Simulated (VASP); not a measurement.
# AgB2 (P6/mmm) in VASP: notebook, part 2 of 2

VASP 6.6.1. Earlier steps stand in the parts before.

## 3. Relaxation of cell and atoms, LDA

This run uses another cell than the first one, of 10.70 Å³/atom, 1.068 times its volume.

Input file INCAR:

```
PREC = Accurate ; ENCUT = 600
EDIFF = 1E-6 ; ISMEAR = 0
SIGMA = 0.1 ; LREAL = False
LASPH = True ; NELM = 100
ALGO = Normal ; ISIF = 3
LWAVE = False ; LCHARG = False
IBRION = 2 ; NSW = 70
EDIFFG = -0.005
```

Input file KPOINTS:

```
Automatic mesh
0
Gamma
  18 18 10
```

Input file POSCAR:

```
AgB2
1.0
    3.0223014193      0.0000000000      0.0000000000
   -1.5111507097      2.6173898070      0.0000000000
    0.0000000000      0.0000000000      4.0580471223
Ag B
1 2
Direct
    0.0000000000      0.0000000000      0.0000000000
    0.3333333333      0.6666666667      0.5000000000
    0.6666666667      0.3333333333      0.5000000000
```

Potentials or basis: VASP PAW LDA potentials, release 64 (Ag, B).

Command:

```bash
cat potpaw_LDA.64/Ag/POTCAR potpaw_LDA.64/B/POTCAR > POTCAR
mpirun -np 1 vasp_std > vasp.out
```

OUTCAR:

```text
PREC = Accurate
   ENCUT = 600
   EDIFF = 1E-6
   ISMEAR = 0
   LREAL = False
   LASPH = True
   NELM = 100
   ISIF = 3
   IBRION = 2
   NSW = 70
   EDIFFG = -0.005

 ion  position               nearest neighbor table
   1  0.000  0.000  0.000-   2 2.68   3 2.68   2 2.68   3 2.68   3 2.68   3 2.68   2 2.68   2 2.68
                             3 2.68   3 2.68   2 2.68   2 2.68
   2  0.333  0.667  0.500-   3 1.74   3 1.74   3 1.74   1 2.68   1 2.68   1 2.68   1 2.68   1 2.68
                             1 2.68
   3  0.667  0.333  0.500-   2 1.74   2 1.74   2 1.74   1 2.68   1 2.68   1 2.68   1 2.68   1 2.68
                             1 2.68

  LATTYP: Found a hexagonal cell.
 ALAT       =     3.0223014193
 C/A-ratio  =     1.3427009948

  Lattice vectors:

 A1 = (   3.0223014193,   0.0000000000,   0.0000000000)
 A2 = (  -1.5111507097,   2.6173898070,   0.0000000000)
 A3 = (   0.0000000000,   0.0000000000,   4.0580471223)

Analysis of symmetry for initial positions (statically):
=====================================================================
 Subroutine PRICEL returns:
 Original cell was already a primitive cell.

 Routine SETGRP: Setting up the symmetry group for a
 hexagonal supercell.

 Subroutine GETGRP returns: Found 24 space group operations
 (whereof 24 operations were pure point group operations)
 out of a pool of 24 trial point group operations.

[... 175 lines left out ...]
  external PRESSURE =     -94.7477563 kB  Pullay stress =       0.0000000 kB
[... 246 lines left out ...]
--------------------------------------- Ionic step        8  -------------------------------------------

 number of electron      16.9999999 magnetization

 Free energy of the ion-electron system (eV)
  ---------------------------------------------------
  ext. energy  EPLUGINS =         0.00000000
  ---------------------------------------------------
  free energy    TOTEN  =       -17.07770069 eV

  energy without entropy =      -17.07254735  energy(sigma->0) =      -17.07512402

 E-fermi :   7.8259     XC(G=0): -12.5653

 val. band max:        7.8221452009   @ k =   0.2222   0.0556   0.4000
 cond. band min:       7.8434738082   @ k =   0.3333   0.0556   0.1000
 fundamental gap:      0.0213286072
 Fermi energy:         7.8259130390

 k-point     1 :       0.0000    0.0000    0.0000
  band No.  band energies     occupation
      1      -4.6450      2.00000
      2       1.7567      2.00000
      3       2.7093      2.00000
      4       2.7093      2.00000
      5       3.7472      2.00000
      6       3.7472      2.00000
      7       3.8742      2.00000
      8       9.1220      0.00000
      9       9.1220      0.00000
     10       9.6604      0.00000
     11      15.2838      0.00000
     12      15.2838      0.00000
[... 331 lines left out ...]
 k-point    24 :       0.3889    0.1111    0.0000
  band No.  band energies     occupation
      1      -1.0953      2.00000
      2       0.4901      2.00000
      3       1.6632      2.00000
      4       1.9880      2.00000
      5       3.2575      2.00000
      6       4.1784      2.00000
      7       4.9265      2.00000
      8       5.6582      2.00000
      9       9.9468      0.00000
     10      11.7500      0.00000
     11      11.9692      0.00000
     12      14.9041      0.00000

 [... further k-points ...]
[... 5 lines left out ...]
  --------------------------------------------------------------------------------------
  -------------------------------------------------------------------------------------
  Total       -0.0023358     -0.0023358      0.0081070      0.0000000      0.0000000      0.0000000
  in kB       -0.1244239     -0.1244239      0.4318407      0.0000000      0.0000000      0.0000000
  external PRESSURE =       0.0609976 kB  Pullay stress =       0.0000000 kB
[... 18 lines left out ...]
  FREE ENERGIE OF THE ION-ELECTRON SYSTEM (eV)
  ---------------------------------------------------
  free  energy   TOTEN  =       -17.0777006856 eV

  energy  without entropy=      -17.0725473519  energy(sigma->0) =      -17.07512402

 reached required accuracy - stopping structural energy minimisation
```

OSZICAR:

```text
N       E                     dE             d eps       ncg     rms          rms(c)
DAV:   1     0.747008125731E+02    0.74701E+02   -0.87881E+03  5400   0.143E+03
DAV:   2    -0.184472065462E+02   -0.93148E+02   -0.86274E+02  5832   0.271E+02
DAV:   3    -0.210478222126E+02   -0.26006E+01   -0.25721E+01  6568   0.474E+01
[... 61 lines left out ...]
       N       E                     dE             d eps       ncg     rms          rms(c)
DAV:   1    -0.170777698282E+02   -0.74585E-04   -0.99054E-04  5336   0.455E-01    0.547E-02
DAV:   2    -0.170777051684E+02    0.64660E-04   -0.23268E-04  6000   0.282E-01    0.317E-02
DAV:   3    -0.170777016849E+02    0.34835E-05   -0.69194E-06  5732   0.431E-02    0.156E-02
DAV:   4    -0.170777006856E+02    0.99930E-06   -0.30901E-06  5824   0.139E-02
   8 F= -.17077701E+02 E0= -.17075124E+02  d E =-.785068E-05
```

CONTCAR:

```text
AgB2
   1.00000000000000
     2.9812439187031372    0.0000000000008078   -0.0000000000000000
    -1.4906219594001902    2.5818329684671326   -0.0000000000000000
     0.0000000000000000   -0.0000000000000000    3.9077114923895029
  Ag              B
     1     2
Direct
     0.0000000000000000    0.0000000000000000    0.0000000000000000
     0.3333333332999970    0.6666666667000030    0.5000000000000000
     0.6666666667000030    0.3333333332999970    0.5000000000000000

  0.00000000E+00  0.00000000E+00  0.00000000E+00
  0.00000000E+00  0.00000000E+00  0.00000000E+00
  0.00000000E+00  0.00000000E+00  0.00000000E+00
```

Wall time 6.2 min (1 thread of Intel Xeon Platinum 8488C (Sapphire Rapids), shared host); peak memory 0.24 GiB.

Results:

```yaml
Free_energy: -17.0777 eV
Relaxed_volume: 10.03 Å³/atom
Relaxed_cell: a = 2.981 Å, b = 2.981 Å, c = 3.908 Å, α = 90.00°, β = 90.00°, γ = 120.00°
Space_group_after_relaxing_to_0.05_Å: P6/mmm (No. 191)
Energy_gained_by_relaxing: 21.5 meV/atom
Ionic_steps: 8
Pressure_after_relaxing: 0.0 GPa
```

Step by step:
```
step  energy change (eV)  largest force (eV/Å)  pressure (GPa)  volume (Å³)
   1              0.0000                0.0000           -9.47        32.10
   2             -0.0392                0.0000            6.44        29.25
   3             -0.0581                0.0000            0.01        30.24
   4             -0.0633                0.0000            0.07        30.14
   5             -0.0644                0.0000            0.09        30.06
   6             -0.0644                0.0000            0.13        30.06
   7             -0.0644                0.0000           -0.14        30.10
   8             -0.0644                0.0000            0.01        30.08
```

Final structure:
```
CELL_PARAMETERS angstrom
2.98124 0.00000 0.00000
-1.49062 2.58183 0.00000
0.00000 0.00000 3.90771
ATOMIC_POSITIONS crystal
Ag 0.00000 0.00000 0.00000
B 0.33333 0.66667 0.50000
B 0.66667 0.33333 0.50000
```
